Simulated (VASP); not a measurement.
# Ti (P6_3/mmc) in VASP: further runs

Ti is run at these levels: PBEsol; tasks: single point, relaxation of cell and atoms.

Program: VASP 6.6.1. These are calculated values, not measurements. Logs are shortened: lines on timing, memory, paths and dates and some standing lists are left out, and cuts for length are marked.

**1. The cell of the first run**

Symmetry: P6_3/mmc, No. 194, hexagonal system. The conventional cell has a = 2.901 Å, b = 2.901 Å, c = 4.594 Å, α = 90.00°, β = 90.00°, γ = 120.00°. Within 3.7 Å of Ti (site symmetry -6m2) lie 12 Ti at 2.84 to 2.90 Å.

**2. Single point, PBEsol**

File INCAR:

```
SYSTEM = Ti
PREC = Accurate ; ENCUT = 520
EDIFF = 1E-6 ; ISMEAR = -1
SIGMA = 0.1 ; LREAL = .False.
LASPH = .True. ; NELM = 100
ALGO = Normal ; ISIF = 2
LWAVE = .False. ; LCHARG = .False.
GGA = PS ; NBANDS = 19
```

File KPOINTS:

```
regular mesh
0
Gamma
  14 14 8
  0 0 0
```

File POSCAR:

```
Ti
1.0
    2.9012254736      0.0000000000      0.0000000000
   -1.4506127368      2.5125349623      0.0000000000
    0.0000000000      0.0000000000      4.5941229690
Ti
2
Direct
    0.3333333333      0.6666666667      0.2500000000
    0.6666666667      0.3333333333      0.7500000000
```

Potentials or basis: VASP PAW PBE potentials, release 64 (Ti_sv).

Started as:

```bash
cat potpaw_PBE.64/Ti_sv/POTCAR > POTCAR
mpirun -np 1 vasp_std > vasp.out
```

OUTCAR:

```text
SYSTEM = Ti
   PREC = Accurate
   ENCUT = 520
   EDIFF = 1E-6
   ISMEAR = -1
   LREAL = .False.
   LASPH = .True.
   NELM = 100
   ISIF = 2
   GGA = PS

 ion  position               nearest neighbor table
   1  0.333  0.667  0.250-   2 2.84   2 2.84   2 2.84   2 2.84   2 2.84   2 2.84
   2  0.667  0.333  0.750-   1 2.84   1 2.84   1 2.84   1 2.84   1 2.84   1 2.84

  LATTYP: Found a hexagonal cell.
 ALAT       =     2.9012254736
 C/A-ratio  =     1.5835111786

  Lattice vectors:

 A1 = (   2.9012254736,   0.0000000000,   0.0000000000)
 A2 = (  -1.4506127368,   2.5125349623,   0.0000000000)
 A3 = (   0.0000000000,   0.0000000000,   4.5941229690)

Analysis of symmetry for initial positions (statically):
=====================================================================
 Subroutine PRICEL returns:
 Original cell was already a primitive cell.

 Routine SETGRP: Setting up the symmetry group for a
 hexagonal supercell.

 Subroutine GETGRP returns: Found 24 space group operations
 (whereof 12 operations were pure point group operations)
 out of a pool of 24 trial point group operations.

The static configuration has the point symmetry D_3d.
 The point group associated with its full space group is D_6h.

Analysis of symmetry for dynamics (positions and initial velocities):
=====================================================================
 Subroutine PRICEL returns:
 Original cell was already a primitive cell.

 Routine SETGRP: Setting up the symmetry group for a
 hexagonal supercell.

 Subroutine GETGRP returns: Found 24 space group operations
 (whereof 12 operations were pure point group operations)
 out of a pool of 24 trial point group operations.

The dynamic configuration has the point symmetry D_3d.
 The point group associated with its full space group is D_6h.

 Subroutine INISYM returns: Found 24 space group operations
 (whereof 12 operations are pure point group operations),
 and found     1 'primitive' translations

----------------------------------------------------------------------------------------

                                     Primitive cell

  volume of cell :      33.4885

  direct lattice vectors                    reciprocal lattice vectors
     2.901225474  0.000000000  0.000000000     0.344681932  0.199002206  0.000000000
    -1.450612737  2.512534962  0.000000000     0.000000000  0.398004412  0.000000000
     0.000000000  0.000000000  4.594122969     0.000000000  0.000000000  0.217669402

  length of vectors
     2.901225474  2.901225474  4.594122969     0.398004412  0.398004412  0.217669402

  position of ions in fractional coordinates (direct lattice)
     0.333333333  0.666666667  0.250000000
     0.666666667  0.333333333  0.750000000

  ion indices of the primitive-cell ions
   primitive index   ion index
                 1           1
                 2           2

----------------------------------------------------------------------------------------

 KPOINTS: regular mesh

Automatic generation of k-mesh.
 Grid dimensions read from file:
 generate k-points for:   14   14    8

 Generating k-lattice:

  Cartesian coordinates                     Fractional coordinates (reciprocal lattice)
     0.024620138  0.014214443  0.000000000     0.071428571  0.000000000  0.000000000
     0.000000000  0.028428887  0.000000000     0.000000000  0.071428571  0.000000000
     0.000000000  0.000000000  0.027208675     0.000000000  0.000000000  0.125000000

  Length of vectors
     0.028428887  0.028428887  0.027208675

  Shift w.r.t. Gamma in fractional coordinates (k-lattice)
     0.000000000  0.000000000  0.000000000

 Subroutine IBZKPT returns following result:
 ===========================================

 Found    120 irreducible k-points:

 Following reciprocal coordinates:
            Coordinates               Weight
  0.000000  0.000000  0.000000      1.000000
  0.071429  0.000000  0.000000      6.000000
  0.142857  0.000000  0.000000      6.000000
  0.214286  0.000000  0.000000      6.000000
  0.285714  0.000000  0.000000      6.000000
  0.357143 -0.000000  0.000000      6.000000
[... 16 lines left out ...]
  0.285714  0.285714  0.000000      6.000000
  0.357143  0.285714  0.000000      6.000000
 [... further k-points ...]
   k-points           NKPTS =    120   k-points in BZ     NKDIM =    120   number of bands    NBANDS=     19
   number of dos      NEDOS =    301   number of ions     NIONS =      2
   total plane-waves  NPLWV =  20736
   dimension x,y,z NGX =    24 NGY =   24 NGZ =   36
   dimension x,y,z NGXF=    48 NGYF=   48 NGZF=   72
   ions per type =               2
   NGX,Y,Z   is equivalent  to a cutoff of  13.75, 13.75, 13.03 a.u.
   NGXF,Y,Z  is equivalent  to a cutoff of  27.50, 27.50, 26.05 a.u.
 SYSTEM =  Ti
   PREC   = accura    normal or accurate (medium, high low for compatibility)
   ISTART =      0    job   : 0-new  1-cont  2-samecut
   ICHARG =      2    charge: 1-file 2-atom 10-const
   ISPIN  =      1    spin polarized calculation?
   LNONCOLLINEAR =      F non collinear calculations
   LSORBIT =      F    spin-orbit coupling
   LASPH  =      T    aspherical Exc in radial PAW
   ENCUT  =  520.0 eV  38.22 Ry    6.18 a.u.   5.39  5.39  8.54*2*pi/ulx,y,z
   NELM   =    100;   NELMIN=  2; NELMDL= -5     # of ELM steps
   EDIFF  = 0.1E-05   stopping-criterion for ELM
   LREAL  =      F    real-space projection
   EDIFFG = 0.1E-04   stopping-criterion for IOM
   NSW    =      0    number of steps for IOM
   IBRION =     -1    ionic relax: 0-MD 1-quasi-New 2-CG
   NFREE  =      0    steps in history (QN), initial steepest desc. (CG)
   ISIF   =      2    stress and relaxation
   ISYM   =      2    0-nonsym 1-usesym 2-fastsym
   POTIM  = 0.5000    time-step for ionic-motion
   TEBEG  =    0.0;   TEEND  =   0.0 temperature during run
   PSTRESS=    0.0 pullay stress
   NELECT =      24.0000    total number of electrons
   NUPDOWN=      -1.0000    fix difference up-down
   EMIN   =  10.00;   EMAX   =-10.00  energy-range for DOS
   EFERMI =   0.00;   METHOD = LEGACY
   ISMEAR =    -1;   SIGMA  =   0.10  broadening in eV -4-tet -1-fermi 0-gaus
   EFERMI_NEDOS =   21; number of points for ismear=-14 and -15
   IALGO  =     38    algorithm
   IMIX   =      4    mixing-type and parameters
     AMIX     =   0.40;   BMIX     =  1.00
     AMIX_MAG =   1.60;   BMIX_MAG =  1.00
  volume/ion in A,a.u.               =      16.74       113.00
  Fermi-wavevector in a.u.,A,eV,Ry     =   1.465030  2.768505 29.202358  2.146313
  Thomas-Fermi vector in A             =   2.580935
   LORBIT       =      0    0 simple, 1 ext, 2 COOP (PROOUT), +10 PAW based schemes
   GGA     = PS    functional components
   LHFCALC =     F    Hartree Fock is set to
   AEXX    =    0.0000 exact exchange contribution
   IVDW    =     0    specifies the selected vdW correction
   LEPSILON=     F    determine dielectric tensor
   LRPA    =     F    only Hartree local field effects (RPA)
 non-spin polarized calculation
  energy-cutoff  :      520.00
  volume of cell :       33.49
 maximum number of plane-waves:       929
 NGX is ok and might be reduce to    24
   NGX = 11   NGY = 11   NGZ = 17

 number of electron      23.9999999 magnetization

 Free energy of the ion-electron system (eV)
  ---------------------------------------------------
  ext. energy  EPLUGINS =         0.00000000
  ---------------------------------------------------
  free energy    TOTEN  =       -16.71383921 eV

  energy without entropy =      -16.63920630  energy(sigma->0) =      -16.67652276

 E-fermi :   8.5776     XC(G=0): -11.8108

 val. band max:        8.5748386311   @ k =   0.0714   0.0000   0.2500
 cond. band min:       8.5869096226   @ k =   0.0714   0.0000   0.5000
 fundamental gap:      0.0120709916
 Fermi energy:         8.5776052105

 k-point     1 :       0.0000    0.0000    0.0000
  band No.  band energies     occupation
      1     -47.9613      2.00000
      2     -47.7993      2.00000
      3     -24.6933      2.00000
      4     -23.9720      2.00000
      5     -23.9720      2.00000
      6     -23.8838      2.00000
[... 11 lines left out ...]
     18      10.2879      0.00000
     19      11.9089      0.00000

 k-point     2 :       0.0714    0.0000    0.0000
  band No.  band energies     occupation
      1     -47.9554      2.00000
      2     -47.7969      2.00000
      3     -24.6805      2.00000
      4     -23.9983      2.00000
      5     -23.9808      2.00000
      6     -23.8892      2.00000
[... 11 lines left out ...]
     18      10.2028      0.00000
     19      11.9551      0.00000

 k-point     3 :       0.1429    0.0000    0.0000
  band No.  band energies     occupation
      1     -47.9384      2.00000
      2     -47.7906      2.00000
      3     -24.6434      2.00000
      4     -24.0726      2.00000
      5     -24.0049      2.00000
      6     -23.9611      2.00000
[... 11 lines left out ...]
     18      10.2905      0.00000
     19      12.0601      0.00000

 k-point     4 :       0.2143    0.0000    0.0000
  band No.  band energies     occupation
      1     -47.9132      2.00000
      2     -47.7821      2.00000
      3     -24.5858      2.00000
      4     -24.1808      2.00000
      5     -24.0674      2.00000
      6     -24.0384      2.00000
[... 11 lines left out ...]
     18      10.7111      0.00000
     19      12.1707      0.00000

 k-point     5 :       0.2857    0.0000    0.0000
  band No.  band energies     occupation
      1     -47.8835      2.00000
      2     -47.7741      2.00000
      3     -24.5143      2.00000
      4     -24.3018      2.00000
      5     -24.1813      2.00000
      6     -24.0742      2.00000
[... 11 lines left out ...]
     18      11.2207      0.00000
     19      12.2585      0.00000
[... 334 lines left out ...]
      2     -47.7690      2.00000
      3     -24.4106      2.00000
      4     -24.3459      2.00000
      5     -24.3300      2.00000
      6     -24.1792      2.00000
[... 11 lines left out ...]
     18      12.1400      0.00000
     19      13.0995      0.00000

 k-point    22 :       0.3571    0.2143    0.0000
  band No.  band energies     occupation
      1     -47.8061      2.00000
      2     -47.7726      2.00000
      3     -24.4458      2.00000
      4     -24.3180      2.00000
      5     -24.2898      2.00000
      6     -24.2313      2.00000
[... 11 lines left out ...]
     18      12.1289      0.00000
     19      13.7757      0.00000

 k-point    23 :       0.2857    0.2857    0.0000
  band No.  band energies     occupation
      1     -47.8033      2.00000
      2     -47.7736      2.00000
      3     -24.4173      2.00000
      4     -24.3225      2.00000
      5     -24.2798      2.00000
      6     -24.2325      2.00000
[... 11 lines left out ...]
     18      12.1152      0.00000
     19      13.8542      0.00000

 k-point    24 :       0.3571    0.2857    0.0000
  band No.  band energies     occupation
      1     -47.7923      2.00000
      2     -47.7792      2.00000
      3     -24.4190      2.00000
      4     -24.2861      2.00000
      5     -24.2822      2.00000
      6     -24.2363      2.00000
[... 11 lines left out ...]
     18      12.0731      0.00000
     19      14.5192      0.00000

 [... further k-points ...]

------------------------ aborting loop because EDIFF is reached ----------------------------------------

  FORCE on cell =-STRESS in cart. coord.  units (eV):
  Direction    XX          YY          ZZ          XY          YZ          ZX
  --------------------------------------------------------------------------------------
  -------------------------------------------------------------------------------------
  Total       -0.0470315     -0.0470315     -0.0544949      0.0000000      0.0000000      0.0000000
  in kB       -2.2501090     -2.2501090     -2.6071738      0.0000000      0.0000000      0.0000000
  external PRESSURE =      -2.3691306 kB  Pullay stress =       0.0000000 kB

 VOLUME and BASIS-vectors are now :
 -----------------------------------------------------------------------------
  energy-cutoff  :      520.00
  volume of cell :       33.49
      direct lattice vectors                 reciprocal lattice vectors
     2.901225474  0.000000000  0.000000000     0.344681932  0.199002206  0.000000000
    -1.450612737  2.512534962  0.000000000     0.000000000  0.398004412  0.000000000
     0.000000000  0.000000000  4.594122969     0.000000000  0.000000000  0.217669402

 POSITION                                       TOTAL-FORCE (eV/Angst)
 -----------------------------------------------------------------------------------
     -0.00000      1.67502      1.14853         0.000000     -0.000000      0.000000
      1.45061      0.83751      3.44559        -0.000000      0.000000      0.000000
 -----------------------------------------------------------------------------------
    total drift:                               -0.000000      0.000000     -0.000000

  FREE ENERGIE OF THE ION-ELECTRON SYSTEM (eV)
  ---------------------------------------------------
  free  energy   TOTEN  =       -16.7138392079 eV

  energy  without entropy=      -16.6392063022  energy(sigma->0) =      -16.67652276
```

Run time: 26 s. Hardware: 1 thread of Intel Xeon 6975P-C (Granite Rapids), shared host; peak memory 0.19 GiB.

What came out:

```yaml
Free_energy: -16.7138 eV
Pressure: -0.2 GPa
Band_gap_on_the_k_mesh: zero (bands 12 and 13 overlap by 1.05 eV)
```

Caveat: the PAW data sets were made with another functional, which shifts forces and pressure a little.

**3. Single point, PBEsol**

File INCAR:

```
  PREC = Accurate
  ENCUT = 520
  EDIFF = 1E-6
  ISMEAR = -1
  SIGMA = 0.1
  LREAL = False
  LASPH = True
  NELM = 80
  ALGO = Normal
  ISIF = 2
  LWAVE = False
  LCHARG = False
  GGA = PS
  NBANDS = 19
```

File KPOINTS:

```
Automatic mesh
0
Gamma
  14 14 8
```

POSCAR is that of step 2.

Potentials or basis: VASP PAW PBE potentials, release 64 (Ti_sv).

Started as:

```bash
cat potpaw_PBE.64/Ti_sv/POTCAR > POTCAR
mpirun -np 1 vasp_std > vasp.out
```

Wall time 25 s (1 thread of Intel Xeon 6975P-C (Granite Rapids), shared host); peak memory 0.19 GiB.

The run converged. Its results:

```
Free energy            : -16.7138 eV
Pressure               : -0.2 GPa
Band gap on the k mesh : zero (bands 12 and 13 overlap by 1.05 eV)
```

Levels at points of the mesh, in eV from the Fermi level:
```tsv
k point	band 8	band 9	band 10	band 11	band 12	band 13	band 14	band 15	band 16	band 17
(0.00, 0.00, 0.00)	-32.44	-6.28	-2.76	0.81	0.81	0.91	0.95	1.34	1.34	1.71
(0.50, 0.00, 0.00)	-32.52	-2.38	-2.25	-1.92	-0.56	0.50	0.68	1.26	3.54	3.78
(0.00, 0.00, 0.50)	-32.49	-4.36	-4.36	0.12	0.12	0.72	0.72	0.72	0.72	2.96
(0.50, 0.00, 0.50)	-32.62	-2.63	-2.63	-0.83	-0.83	1.46	1.46	1.82	1.82	3.68
```

Caveat: the PAW data sets were made with another functional, which shifts forces and pressure a little.

(Part 1 of 2 ends here.)
